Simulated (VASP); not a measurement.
SrHf2O5:

```xyz
8
Lattice="2.0250 -6.6750 0.0000 2.0250 6.6750 0.0000 0.0000 0.0000 4.0500" Properties=species:S:1:pos:R:3 pbc="T T T"
Sr    0.0000    0.0000    0.0000
Hf    2.0250   -2.2028    2.0250
Hf    2.0250    2.2027    2.0250
O     2.0250   -2.1360    0.0000
O     2.0250    4.4055    2.0250
O     2.0250   -4.4055    2.0250
O     2.0250    2.1360    0.0000
O     2.0250    0.0000    2.0250
```

```yaml
Program: VASP 6.6.1
Task: relaxation of cell and atoms
Functional: PBE
Potentials_or_basis: VASP PAW PBE potentials, release 64 (Sr_sv, Hf_pv, O)
Cutoff: 600 eV
k_mesh: 3 × 3 × 3
Occupations: gaussian, width 0.15 eV
Spin: no spin polarisation
```

At the start: pressure 3.3 GPa; volume 13.69 Å³/atom.

Question: How do energy, volume and symmetry change on relaxing?

Answer: Over 14 steps the energy falls by 131.9 meV/atom and the volume is 13.92 Å³/atom (+1.7 %); space group Cmmm (No. 65, to 0.05 Å).

Step by step:
| step | energy change (eV) | largest force (eV/Å) | pressure (GPa) | volume (Å³) |
| --- | --- | --- | --- | --- |
| 1 | 0.0000 | 2.2707 | 3.35 | 109.49 |
| 2 | -0.4655 | 1.2802 | -3.76 | 113.84 |
| 3 | -0.5421 | 1.2593 | -2.69 | 112.64 |
| 4 | -0.7075 | 1.0821 | 1.66 | 109.74 |
| 5 | -0.7182 | 0.9959 | 3.45 | 108.73 |
| 6 | -0.8321 | 0.6832 | 2.36 | 109.18 |
| 7 | -0.9017 | 0.8807 | 0.88 | 109.86 |
| 8 | -0.9875 | 0.3989 | -0.42 | 110.78 |
| 9 | -1.0022 | 0.4497 | -1.10 | 111.35 |
| 10 | -1.0211 | 0.3707 | 0.29 | 110.61 |
| 11 | -1.0280 | 0.2913 | 1.77 | 109.86 |
| 12 | -1.0420 | 0.2416 | 1.18 | 110.29 |
| 13 | -1.0521 | 0.1414 | 0.20 | 111.08 |
| 14 | -1.0550 | 0.0446 | -0.15 | 111.36 |

Final structure:
```cif
data_structure
_symmetry_space_group_name_H-M 'P 1'
_symmetry_Int_Tables_number 1
_cell_length_a 6.9851
_cell_length_b 6.9851
_cell_length_c 4.0830
_cell_angle_alpha 90.000
_cell_angle_beta 90.000
_cell_angle_gamma 146.014
_cell_volume 111.36
loop_
_atom_site_label
_atom_site_type_symbol
_atom_site_fract_x
_atom_site_fract_y
_atom_site_fract_z
_atom_site_occupancy
Sr1 Sr 0.00000 0.00000 0.00000 1
Hf1 Hf 0.65494 0.34506 0.50000 1
Hf2 Hf 0.34506 0.65494 0.50000 1
O1 O 0.63218 0.36782 0.00000 1
O2 O 0.18000 0.82000 0.50000 1
O3 O 0.82000 0.18000 0.50000 1
O4 O 0.36782 0.63218 0.00000 1
O5 O 0.50000 0.50000 0.50000 1
```

Caveat: the k points lie up to 0.54 Å⁻¹ apart in the final cell; the relaxation stopped at a loose force limit of 0.08 eV/Å, so its end isn't a converged minimum.
